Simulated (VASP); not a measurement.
# Nb (Im-3m) in VASP: further runs

The runs below take Nb through single point, with r2SCAN.

Program: VASP 6.6.1. These are calculated values, not measurements. Logs are shortened: lines on timing, memory, paths and dates and some standing lists are left out, and cuts for length are marked.

### Step 1. The cell of the first run

It takes space group Im-3m (No. 229, cubic). The conventional cell has a = 3.318 Å, b = 3.318 Å, c = 3.318 Å, α = 90.00°, β = 90.00°, γ = 90.00°. Within 3.8 Å of Nb (site symmetry m-3m) lie 14 Nb at 2.87 to 3.32 Å.

### Step 2. Single point, r2SCAN

Contents of POSCAR:

```
Nb
1.0
   -1.6588161900      1.6588161900      1.6588161900
    1.6588161900     -1.6588161900      1.6588161900
    1.6588161900      1.6588161900     -1.6588161900
Nb
1
Direct
    0.0000000000      0.0000000000      0.0000000000
```

Contents of INCAR.step1:

```
SYSTEM = Nb
PREC     = Accurate       ! precision mode
ENCUT    = 520            ! plane-wave cutoff, eV
ISMEAR   = 0              ! smearing method
SIGMA    = 0.1            ! smearing width, eV
LREAL    = .False.        ! projectors in reciprocal space
LASPH    = .True.         ! aspherical terms in the spheres
NELM     = 100            ! most SCF steps
NBANDS   = 12             ! bands
GGA      = PE             ! functional
ALGO     = Normal         ! electronic algorithm
EDIFF    = 1E-4           ! SCF threshold, eV
LWAVE    = .True.         ! write WAVECAR
LCHARG   = .False.        ! write CHGCAR
```

Contents of INCAR.step2:

```
SYSTEM = Nb
PREC     = Accurate       ! precision mode
ENCUT    = 520            ! plane-wave cutoff, eV
EDIFF    = 1E-6           ! SCF threshold, eV
ISMEAR   = 0              ! smearing method
SIGMA    = 0.1            ! smearing width, eV
LREAL    = .False.        ! projectors in reciprocal space
LASPH    = .True.         ! aspherical terms in the spheres
NELM     = 100            ! most SCF steps
ALGO     = Normal         ! electronic algorithm
ISIF     = 2              ! what is computed and relaxed
LWAVE    = .False.        ! write WAVECAR
LCHARG   = .False.        ! write CHGCAR
METAGGA  = R2SCAN         ! meta-GGA
LMIXTAU  = .True.       
NBANDS   = 12             ! bands
ISTART   = 1
```

Contents of KPOINTS:

```
regular mesh
0
Gamma
  8 8 8
  0 0 0
```

Potentials or basis: VASP PAW PBE potentials, release 64 (Nb_sv).

Command:

```bash
> cat potpaw_PBE.64/Nb_sv/POTCAR > POTCAR
> cp INCAR.step1 INCAR
> mpirun -np 1 vasp_std > vasp.out
> cp INCAR.step2 INCAR
> mpirun -np 1 vasp_std > vasp.out
```

OUTCAR:

```text
SYSTEM = Nb
   PREC = Accurate
   ENCUT = 520
   EDIFF = 1E-6
   ISMEAR = 0
   LREAL = .False.
   LASPH = .True.
   NELM = 100
   ISIF = 2
   METAGGA = R2SCAN
   ISTART = 1

 ion  position               nearest neighbor table
   1  0.000  0.000  0.000-

  LATTYP: Found a body centered cubic cell.
 ALAT       =     3.3176323800

  Lattice vectors:

 A1 = (  -1.6588161900,   1.6588161900,   1.6588161900)
 A2 = (   1.6588161900,  -1.6588161900,   1.6588161900)
 A3 = (   1.6588161900,   1.6588161900,  -1.6588161900)

Analysis of symmetry for initial positions (statically):
=====================================================================
 Subroutine PRICEL returns:
 Original cell was already a primitive cell.

 Routine SETGRP: Setting up the symmetry group for a
 body centered cubic supercell.

 Subroutine GETGRP returns: Found 48 space group operations
 (whereof 48 operations were pure point group operations)
 out of a pool of 48 trial point group operations.

The static configuration has the point symmetry O_h .

Analysis of symmetry for dynamics (positions and initial velocities):
=====================================================================
 Subroutine PRICEL returns:
 Original cell was already a primitive cell.

 Routine SETGRP: Setting up the symmetry group for a
 body centered cubic supercell.

 Subroutine GETGRP returns: Found 48 space group operations
 (whereof 48 operations were pure point group operations)
 out of a pool of 48 trial point group operations.

The dynamic configuration has the point symmetry O_h .

 Subroutine INISYM returns: Found 48 space group operations
 (whereof 48 operations are pure point group operations),
 and found     1 'primitive' translations

----------------------------------------------------------------------------------------

                                     Primitive cell

  volume of cell :      18.2581

  direct lattice vectors                    reciprocal lattice vectors
    -1.658816190  1.658816190  1.658816190     0.000000000  0.301419773  0.301419773
     1.658816190 -1.658816190  1.658816190     0.301419773  0.000000000  0.301419773
     1.658816190  1.658816190 -1.658816190     0.301419773  0.301419773  0.000000000

  length of vectors
     2.873153921  2.873153921  2.873153921     0.426271931  0.426271931  0.426271931

  position of ions in fractional coordinates (direct lattice)
     0.000000000  0.000000000  0.000000000

  ion indices of the primitive-cell ions
   primitive index   ion index
                 1           1

----------------------------------------------------------------------------------------

 KPOINTS: regular mesh

Automatic generation of k-mesh.
 Grid dimensions read from file:
 generate k-points for:    8    8    8

 Generating k-lattice:

  Cartesian coordinates                     Fractional coordinates (reciprocal lattice)
     0.000000000  0.037677472  0.037677472     0.125000000  0.000000000  0.000000000
     0.037677472  0.000000000  0.037677472     0.000000000  0.125000000  0.000000000
     0.037677472  0.037677472  0.000000000     0.000000000  0.000000000  0.125000000

  Length of vectors
     0.053283991  0.053283991  0.053283991

  Shift w.r.t. Gamma in fractional coordinates (k-lattice)
     0.000000000  0.000000000  0.000000000

 Subroutine IBZKPT returns following result:
 ===========================================

 Found     29 irreducible k-points:

 Following reciprocal coordinates:
            Coordinates               Weight
  0.000000  0.000000  0.000000      1.000000
  0.125000  0.000000  0.000000     12.000000
  0.250000  0.000000  0.000000     12.000000
  0.375000  0.000000  0.000000     12.000000
  0.500000  0.000000  0.000000      6.000000
  0.125000  0.125000  0.000000     24.000000
[... 16 lines left out ...]
 -0.250000  0.250000  0.250000      6.000000
 -0.375000  0.375000  0.250000     24.000000
 [... further k-points ...]
   k-points           NKPTS =     29   k-points in BZ     NKDIM =     29   number of bands    NBANDS=     12
   number of dos      NEDOS =    301   number of ions     NIONS =      1
   total plane-waves  NPLWV =  13824
   dimension x,y,z NGX =    24 NGY =   24 NGZ =   24
   dimension x,y,z NGXF=    48 NGYF=   48 NGZF=   48
   ions per type =               1
   NGX,Y,Z   is equivalent  to a cutoff of  13.89, 13.89, 13.89 a.u.
   NGXF,Y,Z  is equivalent  to a cutoff of  27.77, 27.77, 27.77 a.u.
 SYSTEM =  Nb
   PREC   = accura    normal or accurate (medium, high low for compatibility)
   ISTART =      1    job   : 0-new  1-cont  2-samecut
   ICHARG =      0    charge: 1-file 2-atom 10-const
   ISPIN  =      1    spin polarized calculation?
   LNONCOLLINEAR =      F non collinear calculations
   LSORBIT =      F    spin-orbit coupling
   LASPH  =      T    aspherical Exc in radial PAW
   ENCUT  =  520.0 eV  38.22 Ry    6.18 a.u.   5.34  5.34  5.34*2*pi/ulx,y,z
   NELM   =    100;   NELMIN=  2; NELMDL=  0     # of ELM steps
   EDIFF  = 0.1E-05   stopping-criterion for ELM
   LREAL  =      F    real-space projection
   EDIFFG = 0.1E-04   stopping-criterion for IOM
   NSW    =      0    number of steps for IOM
   IBRION =     -1    ionic relax: 0-MD 1-quasi-New 2-CG
   NFREE  =      0    steps in history (QN), initial steepest desc. (CG)
   ISIF   =      2    stress and relaxation
   ISYM   =      2    0-nonsym 1-usesym 2-fastsym
   POTIM  = 0.5000    time-step for ionic-motion
   TEBEG  =    0.0;   TEEND  =   0.0 temperature during run
   PSTRESS=    0.0 pullay stress
   NELECT =      13.0000    total number of electrons
   NUPDOWN=      -1.0000    fix difference up-down
   EMIN   =  10.00;   EMAX   =-10.00  energy-range for DOS
   EFERMI =   0.00;   METHOD = LEGACY
   ISMEAR =     0;   SIGMA  =   0.10  broadening in eV -4-tet -1-fermi 0-gaus
   EFERMI_NEDOS =   21; number of points for ismear=-14 and -15
   IALGO  =     38    algorithm
   IMIX   =      4    mixing-type and parameters
     AMIX     =   0.40;   BMIX     =  1.00
     AMIX_MAG =   1.60;   BMIX_MAG =  1.00
  volume/ion in A,a.u.               =      18.26       123.21
  Fermi-wavevector in a.u.,A,eV,Ry     =   1.461855  2.762506 29.075930  2.137021
  Thomas-Fermi vector in A             =   2.578137
   LORBIT       =      0    0 simple, 1 ext, 2 COOP (PROOUT), +10 PAW based schemes
   METAGGA = R2SCAN    functional components
   LHFCALC =     F    Hartree Fock is set to
   AEXX    =    0.0000 exact exchange contribution
   IVDW    =     0    specifies the selected vdW correction
   LEPSILON=     F    determine dielectric tensor
   LRPA    =     F    only Hartree local field effects (RPA)
 non-spin polarized calculation
 Gauss-broadening in eV      SIGMA  =   0.10
  energy-cutoff  :      520.00
  volume of cell :       18.26
 maximum number of plane-waves:       531
 NGX is ok and might be reduce to    24
   NGX = 11   NGY = 11   NGZ = 11

 number of electron      12.9999999 magnetization

 Free energy of the ion-electron system (eV)
  ---------------------------------------------------
  ext. energy  EPLUGINS =         0.00000000
  ---------------------------------------------------
  free energy    TOTEN  =       -24.87462385 eV

  energy without entropy =      -24.86908277  energy(sigma->0) =      -24.87185331

 E-fermi :  10.8119     XC(G=0): -13.5510

 val. band max:       10.7806300007   @ k =  -0.2500   0.2500   0.1250
 cond. band min:      10.8427963969   @ k =   0.2500   0.0000   0.0000
 fundamental gap:      0.0621663962
 Fermi energy:        10.8119050903

 k-point     1 :       0.0000    0.0000    0.0000
  band No.  band energies     occupation
      1     -45.2517      2.00000
      2     -19.8194      2.00000
      3     -19.8194      2.00000
      4     -19.8194      2.00000
      5       4.6802      2.00000
      6      11.3878      0.00000
      7      11.3878      0.00000
      8      11.3878      0.00000
      9      14.4527      0.00000
     10      14.4527      0.00000
     11      25.7849      0.00000
     12      25.7849      0.00000

 k-point     2 :       0.1250    0.0000    0.0000
  band No.  band energies     occupation
      1     -45.2151      2.00000
      2     -20.0363      2.00000
      3     -19.8849      2.00000
      4     -19.8212      2.00000
      5       5.3206      2.00000
      6      11.0016      0.00731
      7      11.2448      0.00000
      8      12.0110      0.00000
      9      13.9780      0.00000
     10      14.4605      0.00000
     11      26.2269      0.00000
     12      26.9082      0.00000

 k-point     3 :       0.2500    0.0000    0.0000
  band No.  band energies     occupation
      1     -45.1259      2.00000
      2     -20.5387      2.00000
      3     -20.0399      2.00000
      4     -19.8257      2.00000
      5       6.7141      2.00000
      6      10.1997      2.00000
      7      10.8428      0.66221
      8      13.7505      0.00000
      9      13.8966      0.00000
     10      14.5999      0.00000
     11      25.8881      0.00000
     12      27.4324      0.00000
[... 286 lines left out ...]
 k-point    23 :      -0.2500    0.2500    0.2500
  band No.  band energies     occupation
      1     -45.0189      2.00000
      2     -20.5678      2.00000
      3     -20.2815      2.00000
      4     -20.2815      2.00000
      5       8.2583      2.00000
      6       9.8990      2.00000
      7      11.9589      0.00000
      8      11.9589      0.00000
      9      13.5830      0.00000
     10      15.9377      0.00000
     11      26.2554      0.00000
     12      29.5406      0.00000

 k-point    24 :      -0.3750    0.3750    0.2500
  band No.  band energies     occupation
      1     -44.9419      2.00000
      2     -20.8462      2.00000
      3     -20.4462      2.00000
      4     -20.3249      2.00000
      5       8.4825      2.00000
      6       9.0220      2.00000
      7      11.9598      0.00000
      8      12.7443      0.00000
      9      15.5634      0.00000
     10      17.0172      0.00000
     11      25.2210      0.00000
     12      27.1368      0.00000

 [... further k-points ...]

------------------------ aborting loop because EDIFF is reached ----------------------------------------

  FORCE on cell =-STRESS in cart. coord.  units (eV):
  Direction    XX          YY          ZZ          XY          YZ          ZX
  --------------------------------------------------------------------------------------
  -------------------------------------------------------------------------------------
  Total       -0.2571096     -0.2571096     -0.2571096      0.0000000     -0.0000000      0.0000000
  in kB      -22.5618171    -22.5618171    -22.5618171      0.0000000     -0.0000000      0.0000000
  external PRESSURE =     -22.5618171 kB  Pullay stress =       0.0000000 kB

 VOLUME and BASIS-vectors are now :
 -----------------------------------------------------------------------------
  energy-cutoff  :      520.00
  volume of cell :       18.26
      direct lattice vectors                 reciprocal lattice vectors
    -1.658816190  1.658816190  1.658816190     0.000000000  0.301419773  0.301419773
     1.658816190 -1.658816190  1.658816190     0.301419773  0.000000000  0.301419773
     1.658816190  1.658816190 -1.658816190     0.301419773  0.301419773  0.000000000

 POSITION                                       TOTAL-FORCE (eV/Angst)
 -----------------------------------------------------------------------------------
      0.00000      0.00000      0.00000        -0.000000      0.000000      0.000000
 -----------------------------------------------------------------------------------
    total drift:                                0.000000      0.000000      0.000000

  FREE ENERGIE OF THE ION-ELECTRON SYSTEM (eV)
  ---------------------------------------------------
  free  energy   TOTEN  =       -24.8746238518 eV

  energy  without entropy=      -24.8690827663  energy(sigma->0) =      -24.87185331
```

Wall time 17 s (1 thread of Intel Xeon 6975P-C, shared host); peak memory 0.14 GiB.

What came out:

- Free energy: -24.8746 eV
- Pressure: -2.3 GPa

Levels at points of the mesh, in eV from the Fermi level:
```tsv
k point	band 2	band 3	band 4	band 5	band 6	band 7	band 8	band 9	band 10	band 11
(0.00, 0.00, 0.00)	-30.63	-30.63	-30.63	-6.13	0.58	0.58	0.58	3.64	3.64	14.97
(0.50, 0.00, 0.00)	-32.02	-31.06	-30.64	-3.72	-1.54	2.31	3.65	4.36	6.66	12.24
(0.50, 0.50, 0.50)	-31.57	-31.57	-31.57	-3.68	-3.68	5.89	5.89	5.89	9.54	9.54
```

Caveat: the PAW data sets were made with another functional, which shifts forces and pressure a little.

### Step 3. Single point, r2SCAN

This run uses another cell than the first one, of 18.02 Å³/atom, 0.987 times its volume.

Contents of POSCAR:

```
Nb
1.0
   -1.6517186925      1.6517186925      1.6517186925
    1.6517186925     -1.6517186925      1.6517186925
    1.6517186925      1.6517186925     -1.6517186925
Nb
1
Direct
    0.0000000000      0.0000000000      0.0000000000
```

Contents of INCAR.step1:

```
PREC = Accurate
ENCUT = 520
ISMEAR = 0
SIGMA = 0.1
LREAL = F
LASPH = T
NELM = 60
NBANDS = 12
GGA = PE
ALGO = Normal
EDIFF = 1E-4
LWAVE = T
LCHARG = F
```

Contents of INCAR.step2:

```
PREC = Accurate
ENCUT = 520
EDIFF = 1E-6
ISMEAR = 0
SIGMA = 0.1
LREAL = F
LASPH = T
NELM = 60
ALGO = Normal
ISIF = 2
LWAVE = F
LCHARG = F
METAGGA = R2SCAN
LMIXTAU = T
NBANDS = 12
ISTART = 1
```

Contents of KPOINTS:

```
Automatic mesh
0
Gamma
  24 24 24
```

Potentials or basis: VASP PAW PBE potentials, release 64 (Nb_sv).

Command:

```bash
> cat potpaw_PBE.64/Nb_sv/POTCAR > POTCAR
> cp INCAR.step1 INCAR
> mpirun -np 1 vasp_std > vasp.out
> cp INCAR.step2 INCAR
> mpirun -np 1 vasp_std > vasp.out
```

It took 1.9 min on 1 thread of Intel Xeon 6975P-C, shared host; peak memory 0.21 GiB.

Results (log left out):

| Quantity | Value |
| --- | --- |
| Free energy | -24.8462 eV |
| Pressure | -0.2 GPa |

Levels at points of the mesh, in eV from the Fermi level:
| k point | band 2 | band 3 | band 4 | band 5 | band 6 | band 7 | band 8 | band 9 | band 10 | band 11 |
| --- | --- | --- | --- | --- | --- | --- | --- | --- | --- | --- |
| (0.00, 0.00, 0.00) | -30.70 | -30.70 | -30.70 | -6.29 | 0.44 | 0.44 | 0.44 | 3.56 | 3.56 | 14.87 |
| (0.50, 0.00, 0.00) | -32.15 | -31.15 | -30.71 | -3.90 | -1.71 | 2.25 | 3.58 | 4.30 | 6.65 | 12.15 |
| (0.50, 0.50, 0.50) | -31.68 | -31.68 | -31.68 | -3.89 | -3.89 | 5.86 | 5.86 | 5.86 | 9.52 | 9.52 |

Caveat: the PAW data sets were made with another functional, which shifts forces and pressure a little.

### Step 4. Single point, r2SCAN

This run uses another cell than the first one, of 18.07 Å³/atom, 0.990 times its volume.

Contents of POSCAR:

```
Nb
1.0
   -1.6532377138      1.6532377138      1.6532377138
    1.6532377138     -1.6532377138      1.6532377138
    1.6532377138      1.6532377138     -1.6532377138
Nb
1
Direct
    0.0000000000      0.0000000000      0.0000000000
```

Contents of INCAR.step1:

```
  PREC = Accurate
  ENCUT = 520
  ISMEAR = -1
  SIGMA = 0.15
  LREAL = False
  LASPH = True
  NELM = 80
  NBANDS = 12
  GGA = PE
  ALGO = Normal
  EDIFF = 1E-4
  LWAVE = True
  LCHARG = False
```

Contents of INCAR.step2:

```
  PREC = Accurate
  ENCUT = 520
  EDIFF = 1E-7
  ISMEAR = -1
  SIGMA = 0.15
  LREAL = False
  LASPH = True
  NELM = 80
  ALGO = Normal
  ISIF = 2
  LWAVE = False
  LCHARG = False
  METAGGA = R2SCAN
  LMIXTAU = True
  NBANDS = 12
  ISTART = 1
```

Contents of KPOINTS:

```
regular mesh
0
Gamma
  24 24 24
```

Command:

```bash
> cat potpaw_PBE.64/Nb_sv/POTCAR > POTCAR
> cp INCAR.step1 INCAR
> mpirun -np 1 vasp_std > vasp.out
> cp INCAR.step2 INCAR
> mpirun -np 1 vasp_std > vasp.out
```

Wall time 2.9 min (1 thread of Intel Xeon 6975P-C, shared host); peak memory 0.21 GiB.

The run converged. Its results:

```yaml
Free_energy: -24.8941 eV
Pressure: -0.3 GPa
```

Levels at points of the mesh, in eV from the Fermi level:
| k point | band 3 | band 4 | band 5 | band 6 | band 7 | band 8 | band 9 | band 10 | band 11 | band 12 |
| --- | --- | --- | --- | --- | --- | --- | --- | --- | --- | --- |
| (0.00, 0.00, 0.00) | -30.74 | -30.74 | -6.32 | 0.41 | 0.41 | 0.41 | 3.52 | 3.52 | 14.83 | 14.83 |
| (0.50, 0.00, 0.00) | -31.19 | -30.75 | -3.93 | -1.74 | 2.20 | 3.54 | 4.26 | 6.59 | 12.11 | 12.60 |
| (0.50, 0.50, 0.50) | -31.71 | -31.71 | -3.90 | -3.90 | 5.80 | 5.80 | 5.80 | 9.46 | 9.46 | 9.46 |

Caveat: the PAW data sets were made with another functional, which shifts forces and pressure a little.

### Step 5. The runs side by side

```csv
cell,k mesh,smearing,gap on the mesh (eV),pressure (GPa)
"a = 2.873 Å, angles 109.5°, 1 atom",8 × 8 × 8,gaussian 0.1 eV,none,-2.3
"a = 2.861 Å, angles 109.5°, 1 atom",24 × 24 × 24,gaussian 0.1 eV,none,-0.2
"a = 2.863 Å, angles 109.5°, 1 atom",24 × 24 × 24,fermi-dirac 0.15 eV,none,-0.3
```

Alike in all rows: task single point; level r2SCAN; potentials or basis VASP PAW PBE potentials, release 64 (Nb_sv); no spin polarisation; cutoff (eV) 520.

Caveats: the PAW data sets were made with another functional, which shifts forces and pressure a little.

Total energies depend on the potentials used, so only differences within one code and one set of settings carry meaning.
